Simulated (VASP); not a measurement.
# BaF2 (Fm-3m) in VASP: settings compared

Aim: see how the results for BaF2 move with the level of theory and the settings. Levels: PBE, LDA, r2SCAN, HSE06. Tasks: single point.

Everything below comes from runs of VASP 6.6.1. Logs are shortened: lines on timing, memory, paths and dates and some standing lists are left out, and cuts for length are marked.

### Step 1. The cell of the first run

Symmetry: Fm-3m, No. 225, cubic system. The conventional cell has a = 6.194 Å, b = 6.194 Å, c = 6.194 Å, α = 90.00°, β = 90.00°, γ = 90.00°. Ba (site symmetry m-3m) has 8 F at 2.68 Å within 3.5 Å. F (site symmetry -43m) has 4 Ba at 2.68 Å and 6 F at 3.10 Å within 3.5 Å.

### Step 2. Single point, PBE

INCAR

```
ALGO = Normal
EDIFF = 1E-6
ENCUT = 600
GGA = PE
GGA_COMPAT = F
ISIF = 2
ISMEAR = 0
LASPH = T
LCHARG = T
LELF = T
LREAL = F
LVHAR = T
LWAVE = F
NBANDS = 19
NELM = 120
PREC = Accurate
SIGMA = 0.01
```

KPOINTS

```
k-points
0
Gamma
  4 4 4
```

POSCAR

```
BaF2
1.0
    0.0000000000      3.0971637728      3.0971637728
    3.0971637728      0.0000000000      3.0971637728
    3.0971637728      3.0971637728      0.0000000000
Ba F
1 2
Direct
    0.0000000000      0.0000000000      0.0000000000
    0.2500000000      0.2500000000      0.2500000000
    0.7500000000      0.7500000000      0.7500000000
```

Potentials or basis: VASP PAW PBE potentials, release 64 (Ba_sv, F).

Launch:

```bash
> cat potpaw_PBE.64/Ba_sv/POTCAR potpaw_PBE.64/F/POTCAR > POTCAR
> mpirun -np 1 vasp_std > vasp.out
```

OUTCAR:

```text
EDIFF = 1E-6
   ENCUT = 600
   GGA = PE
   ISIF = 2
   ISMEAR = 0
   LASPH = T
   LREAL = F
   NELM = 120
   PREC = Accurate

 ion  position               nearest neighbor table
   1  0.000  0.000  0.000-   3 2.68   3 2.68   3 2.68   2 2.68   3 2.68   2 2.68   2 2.68   2 2.68

   2  0.250  0.250  0.250-   1 2.68   1 2.68   1 2.68   1 2.68
   3  0.750  0.750  0.750-   1 2.68   1 2.68   1 2.68   1 2.68

  LATTYP: Found a face centered cubic cell.
 ALAT       =     6.1943275456

  Lattice vectors:

 A1 = (   0.0000000000,   3.0971637728,   3.0971637728)
 A2 = (   3.0971637728,   0.0000000000,   3.0971637728)
 A3 = (   3.0971637728,   3.0971637728,   0.0000000000)

Analysis of symmetry for initial positions (statically):
=====================================================================
 Subroutine PRICEL returns:
 Original cell was already a primitive cell.

 Routine SETGRP: Setting up the symmetry group for a
 face centered cubic supercell.

 Subroutine GETGRP returns: Found 48 space group operations
 (whereof 48 operations were pure point group operations)
 out of a pool of 48 trial point group operations.

The static configuration has the point symmetry O_h .

Analysis of symmetry for dynamics (positions and initial velocities):
=====================================================================
 Subroutine PRICEL returns:
 Original cell was already a primitive cell.

 Routine SETGRP: Setting up the symmetry group for a
 face centered cubic supercell.

 Subroutine GETGRP returns: Found 48 space group operations
 (whereof 48 operations were pure point group operations)
 out of a pool of 48 trial point group operations.

The dynamic configuration has the point symmetry O_h .

 Subroutine INISYM returns: Found 48 space group operations
 (whereof 48 operations are pure point group operations),
 and found     1 'primitive' translations

----------------------------------------------------------------------------------------

                                     Primitive cell

  volume of cell :      59.4186

  direct lattice vectors                    reciprocal lattice vectors
     0.000000000  3.097163773  3.097163773    -0.161438024  0.161438024  0.161438024
     3.097163773  0.000000000  3.097163773     0.161438024 -0.161438024  0.161438024
     3.097163773  3.097163773  0.000000000     0.161438024  0.161438024 -0.161438024

  length of vectors
     4.380051012  4.380051012  4.380051012     0.279618860  0.279618860  0.279618860

  position of ions in fractional coordinates (direct lattice)
     0.000000000  0.000000000  0.000000000
     0.250000000  0.250000000  0.250000000
     0.750000000  0.750000000  0.750000000

  ion indices of the primitive-cell ions
   primitive index   ion index
                 1           1
                 2           2
                 3           3

----------------------------------------------------------------------------------------

 KPOINTS: k-points

Automatic generation of k-mesh.
 Grid dimensions read from file:
 generate k-points for:    4    4    4

 Generating k-lattice:

  Cartesian coordinates                     Fractional coordinates (reciprocal lattice)
    -0.040359506  0.040359506  0.040359506     0.250000000  0.000000000  0.000000000
     0.040359506 -0.040359506  0.040359506     0.000000000  0.250000000  0.000000000
     0.040359506  0.040359506 -0.040359506     0.000000000  0.000000000  0.250000000

  Length of vectors
     0.069904715  0.069904715  0.069904715

  Shift w.r.t. Gamma in fractional coordinates (k-lattice)
     0.000000000  0.000000000  0.000000000

 Subroutine IBZKPT returns following result:
 ===========================================

 Found      8 irreducible k-points:

 Following reciprocal coordinates:
            Coordinates               Weight
  0.000000  0.000000  0.000000      1.000000
  0.250000  0.000000  0.000000      8.000000
  0.500000  0.000000  0.000000      4.000000
  0.250000  0.250000  0.000000      6.000000
  0.500000  0.250000  0.000000     24.000000
 -0.250000  0.250000  0.000000     12.000000
  0.500000  0.500000  0.000000      3.000000
 -0.250000  0.500000  0.250000      6.000000
   k-points           NKPTS =      8   k-points in BZ     NKDIM =      8   number of bands    NBANDS=     19
   number of dos      NEDOS =    301   number of ions     NIONS =      3
   total plane-waves  NPLWV =  46656
   dimension x,y,z NGX =    36 NGY =   36 NGZ =   36
   dimension x,y,z NGXF=    72 NGYF=   72 NGZF=   72
   ions per type =               1   2
   NGX,Y,Z   is equivalent  to a cutoff of  13.66, 13.66, 13.66 a.u.
   NGXF,Y,Z  is equivalent  to a cutoff of  27.33, 27.33, 27.33 a.u.
 SYSTEM =  unknown system
   PREC   = accura    normal or accurate (medium, high low for compatibility)
   ISTART =      0    job   : 0-new  1-cont  2-samecut
   ICHARG =      2    charge: 1-file 2-atom 10-const
   ISPIN  =      1    spin polarized calculation?
   LNONCOLLINEAR =      F non collinear calculations
   LSORBIT =      F    spin-orbit coupling
   LASPH  =      T    aspherical Exc in radial PAW
   ENCUT  =  600.0 eV  44.10 Ry    6.64 a.u.   8.75  8.75  8.75*2*pi/ulx,y,z
   NELM   =    120;   NELMIN=  2; NELMDL= -5     # of ELM steps
   EDIFF  = 0.1E-05   stopping-criterion for ELM
   LREAL  =      F    real-space projection
   EDIFFG = 0.1E-04   stopping-criterion for IOM
   NSW    =      0    number of steps for IOM
   IBRION =     -1    ionic relax: 0-MD 1-quasi-New 2-CG
   NFREE  =      0    steps in history (QN), initial steepest desc. (CG)
   ISIF   =      2    stress and relaxation
   ISYM   =      2    0-nonsym 1-usesym 2-fastsym
   POTIM  = 0.5000    time-step for ionic-motion
   TEBEG  =    0.0;   TEEND  =   0.0 temperature during run
   PSTRESS=    0.0 pullay stress
   NELECT =      24.0000    total number of electrons
   NUPDOWN=      -1.0000    fix difference up-down
   EMIN   =  10.00;   EMAX   =-10.00  energy-range for DOS
   EFERMI =   0.00;   METHOD = LEGACY
   ISMEAR =     0;   SIGMA  =   0.01  broadening in eV -4-tet -1-fermi 0-gaus
   EFERMI_NEDOS =   21; number of points for ismear=-14 and -15
   IALGO  =     38    algorithm
   IMIX   =      4    mixing-type and parameters
     AMIX     =   0.40;   BMIX     =  1.00
     AMIX_MAG =   1.60;   BMIX_MAG =  1.00
  volume/ion in A,a.u.               =      19.81       133.66
  Fermi-wavevector in a.u.,A,eV,Ry     =   1.210146  2.286844 19.925095  1.464453
  Thomas-Fermi vector in A             =   2.345702
   LORBIT       =      0    0 simple, 1 ext, 2 COOP (PROOUT), +10 PAW based schemes
   GGA     = PE    functional components
   LHFCALC =     F    Hartree Fock is set to
   AEXX    =    0.0000 exact exchange contribution
   IVDW    =     0    specifies the selected vdW correction
   LEPSILON=     F    determine dielectric tensor
   LRPA    =     F    only Hartree local field effects (RPA)
 non-spin polarized calculation
 Gauss-broadening in eV      SIGMA  =   0.01
  energy-cutoff  :      600.00
  volume of cell :       59.42
 maximum number of plane-waves:      2012
 NGX is ok and might be reduce to    36
   NGX = 17   NGY = 17   NGZ = 17

 number of electron      24.0000001 magnetization

 Free energy of the ion-electron system (eV)
  ---------------------------------------------------
  ext. energy  EPLUGINS =         0.00000000
  ---------------------------------------------------
  free energy    TOTEN  =       -17.10987140 eV

  energy without entropy =      -17.10987140  energy(sigma->0) =      -17.10987140

 E-fermi :  -2.0024     XC(G=0):  -8.7135

 val. band max:       -2.0608484077   @ k =  -0.2500   0.2500   0.0000
 cond. band min:       4.7152421335   @ k =   0.0000   0.0000   0.0000
 fundamental gap:      6.7760905412
 Fermi energy:        -2.0024078533

 k-point     1 :       0.0000    0.0000    0.0000
  band No.  band energies     occupation
      1     -25.1532      2.00000
      2     -20.9984      2.00000
      3     -20.9461      2.00000
      4      -9.9866      2.00000
      5      -9.9866      2.00000
      6      -9.9866      2.00000
      7      -3.5642      2.00000
      8      -3.5642      2.00000
      9      -3.5642      2.00000
     10      -2.1402      2.00000
     11      -2.1402      2.00000
     12      -2.1402      2.00000
     13       4.7152      0.00000
     14       7.1295      0.00000
     15       7.1295      0.00000
     16       9.3472      0.00000
     17       9.3472      0.00000
     18       9.3472      0.00000
     19      13.4028      0.00000

 k-point     2 :       0.2500    0.0000    0.0000
  band No.  band energies     occupation
      1     -25.0490      2.00000
      2     -21.0933      2.00000
      3     -21.0337      2.00000
      4     -10.0768      2.00000
      5     -10.0687      2.00000
      6     -10.0687      2.00000
      7      -3.3442      2.00000
      8      -3.3442      2.00000
      9      -2.9986      2.00000
     10      -2.4764      2.00000
     11      -2.2050      2.00000
     12      -2.2050      2.00000
     13       5.8795      0.00000
     14       7.1107      0.00000
     15       7.1107      0.00000
     16       8.7406      0.00000
     17       9.4103      0.00000
     18       9.4103      0.00000
     19      11.7208      0.00000

 k-point     3 :       0.5000    0.0000    0.0000
  band No.  band energies     occupation
      1     -24.9365      2.00000
      2     -21.2431      2.00000
      3     -21.0755      2.00000
      4     -10.1494      2.00000
      5     -10.1466      2.00000
      6     -10.1466      2.00000
      7      -3.1577      2.00000
      8      -3.1577      2.00000
      9      -2.7301      2.00000
     10      -2.4141      2.00000
     11      -2.2287      2.00000
     12      -2.2287      2.00000
     13       7.0571      0.00000
     14       7.1248      0.00000
     15       7.1248      0.00000
     16       7.7377      0.00000
     17       9.5365      0.00000
     18       9.5365      0.00000
     19      11.8672      0.00000

 k-point     4 :       0.2500    0.2500    0.0000
  band No.  band energies     occupation
      1     -25.0133      2.00000
      2     -21.1257      2.00000
      3     -21.0616      2.00000
      4     -10.1922      2.00000
      5     -10.1922      2.00000
      6      -9.9105      2.00000
      7      -3.1469      2.00000
      8      -3.1469      2.00000
      9      -2.9361      2.00000
     10      -2.9342      2.00000
     11      -2.0996      2.00000
     12      -2.0996      2.00000
     13       5.8035      0.00000
     14       7.1521      0.00000
     15       7.7501      0.00000
     16       8.1751      0.00000
     17       9.5723      0.00000
     18       9.5723      0.00000
     19      13.4368      0.00000

 k-point     5 :       0.5000    0.2500    0.0000
  band No.  band energies     occupation
      1     -24.8992      2.00000
      2     -21.2396      2.00000
      3     -21.1405      2.00000
      4     -10.2714      2.00000
      5     -10.2675      2.00000
      6      -9.9854      2.00000
      7      -3.2014      2.00000
      8      -2.8518      2.00000
      9      -2.8034      2.00000
     10      -2.3737      2.00000
     11      -2.2448      2.00000
     12      -2.1902      2.00000
     13       5.7201      0.00000
     14       7.4754      0.00000
     15       7.7223      0.00000
     16       8.3282      0.00000
     17       9.6821      0.00000
     18      10.5604      0.00000
     19      11.9184      0.00000

 k-point     6 :      -0.2500    0.2500    0.0000
  band No.  band energies     occupation
      1     -24.9378      2.00000
      2     -21.1733      2.00000
      3     -21.1432      2.00000
      4     -10.1648      2.00000
      5     -10.1492      2.00000
      6     -10.1385      2.00000
      7      -3.0128      2.00000
      8      -2.9947      2.00000
      9      -2.8959      2.00000
     10      -2.5558      2.00000
     11      -2.3866      2.00000
     12      -2.0608      2.00000
     13       6.1295      0.00000
     14       7.1201      0.00000
     15       7.5318      0.00000
     16       8.2035      0.00000
     17       9.4244      0.00000
     18      10.2778      0.00000
     19      12.2021      0.00000

 k-point     7 :       0.5000    0.5000    0.0000
  band No.  band energies     occupation
      1     -24.8600      2.00000
      2     -21.3185      2.00000
      3     -21.1234      2.00000
      4     -10.3814      2.00000
      5     -10.3814      2.00000
      6      -9.8237      2.00000
      7      -3.5912      2.00000
      8      -2.4229      2.00000
      9      -2.4229      2.00000
     10      -2.3903      2.00000
     11      -2.3903      2.00000
     12      -2.1905      2.00000
     13       5.1890      0.00000
     14       6.9512      0.00000
     15       8.6175      0.00000
     16       9.9047      0.00000
     17       9.9047      0.00000
     18      10.8698      0.00000
     19      12.9142      0.00000

 k-point     8 :      -0.2500    0.5000    0.2500
  band No.  band energies     occupation
      1     -24.8599      2.00000
      2     -21.2227      2.00000
      3     -21.2227      2.00000
      4     -10.3981      2.00000
      5     -10.1015      2.00000
      6     -10.1015      2.00000
      7      -3.2847      2.00000
      8      -2.6809      2.00000
      9      -2.4151      2.00000
     10      -2.4151      2.00000
     11      -2.3724      2.00000
     12      -2.2438      2.00000
     13       5.4989      0.00000
     14       7.7408      0.00000
     15       7.8284      0.00000
     16       7.8284      0.00000
     17       9.9256      0.00000
     18      12.6605      0.00000
     19      12.9473      0.00000

------------------------ aborting loop because EDIFF is reached ----------------------------------------

  FORCE on cell =-STRESS in cart. coord.  units (eV):
  Direction    XX          YY          ZZ          XY          YZ          ZX
  --------------------------------------------------------------------------------------
  -------------------------------------------------------------------------------------
  Total        0.9128254      0.9128254      0.9128254      0.0000000      0.0000000      0.0000000
  in kB       24.6136360     24.6136360     24.6136360      0.0000000      0.0000000      0.0000000
  external PRESSURE =      24.6136360 kB  Pullay stress =       0.0000000 kB

 VOLUME and BASIS-vectors are now :
 -----------------------------------------------------------------------------
  energy-cutoff  :      600.00
  volume of cell :       59.42
      direct lattice vectors                 reciprocal lattice vectors
     0.000000000  3.097163773  3.097163773    -0.161438024  0.161438024  0.161438024
     3.097163773  0.000000000  3.097163773     0.161438024 -0.161438024  0.161438024
     3.097163773  3.097163773  0.000000000     0.161438024  0.161438024 -0.161438024

 POSITION                                       TOTAL-FORCE (eV/Angst)
 -----------------------------------------------------------------------------------
      0.00000      0.00000      0.00000         0.000000      0.000000      0.000000
      1.54858      1.54858      1.54858         0.000000      0.000000      0.000000
      4.64575      4.64575      4.64575        -0.000000     -0.000000     -0.000000
 -----------------------------------------------------------------------------------
    total drift:                                0.000000      0.000000      0.000000

  FREE ENERGIE OF THE ION-ELECTRON SYSTEM (eV)
  ---------------------------------------------------
  free  energy   TOTEN  =       -17.1098714036 eV

  energy  without entropy=      -17.1098714036  energy(sigma->0) =      -17.10987140
```

It took 8.4 s on 1 thread of AMD EPYC 9R45 (Zen 5), shared host; peak memory 0.17 GiB.

Results:

```yaml
Free_energy: -17.1099 eV
Pressure: 2.5 GPa
Band_gap_on_the_k_mesh: 6.78 eV (least direct gap 6.86 eV)
```

Caveat: the k points lie up to 0.44 Å⁻¹ apart; spin-orbit coupling is left out, which moves the levels of the heavy elements. A k mesh can miss the band edges.

### Step 3. Single point, LDA

INCAR

```
SYSTEM = BaF2
PREC = Accurate
ENCUT = 600
EDIFF = 1E-6
ISMEAR = 0
SIGMA = 0.01
LREAL = .FALSE.
LASPH = .TRUE.
NELM = 120
ALGO = Normal
ISIF = 2
LWAVE = .FALSE.
LCHARG = .TRUE.
LELF = .TRUE.
LVHAR = .TRUE.
NBANDS = 19
GGA_COMPAT = .FALSE.
```

KPOINTS

```
Automatic mesh
0
G
  4 4 4
  0 0 0
```

POSCAR is that of step 2.

Potentials or basis: VASP PAW LDA potentials, release 64 (Ba_sv, F).

Launch:

```bash
> cat potpaw_LDA.64/Ba_sv/POTCAR potpaw_LDA.64/F/POTCAR > POTCAR
> mpirun -np 1 vasp_std > vasp.out
```

Run time: 7.3 s. Hardware: 1 thread of AMD EPYC 9R45 (Zen 5), shared host; peak memory 0.14 GiB.

It converged, with:

| Property | Result |
| --- | --- |
| Free energy | -18.6023 eV |
| Pressure | -3.3 GPa |
| Band gap on the k mesh | 6.40 eV (least direct gap 6.49 eV) |

Levels at points of the mesh, in eV from the valence-band top:
```tsv
k point	band 8	band 9	band 10	band 11	band 12	band 13	band 14	band 15	band 16	band 17
(0.00, 0.00, 0.00)	-1.56	-1.56	-0.09	-0.09	-0.09	6.40	9.08	9.08	11.34	11.34
(0.50, 0.00, 0.00)	-1.14	-0.71	-0.36	-0.17	-0.17	8.96	9.06	9.06	9.38	11.56
(0.50, 0.50, 0.00)	-0.38	-0.38	-0.33	-0.33	-0.14	7.00	8.89	10.66	11.96	11.96
```

Caveat: the k points lie up to 0.44 Å⁻¹ apart; spin-orbit coupling is left out, which moves the levels of the heavy elements.

(Part 1 of 2 ends here.)
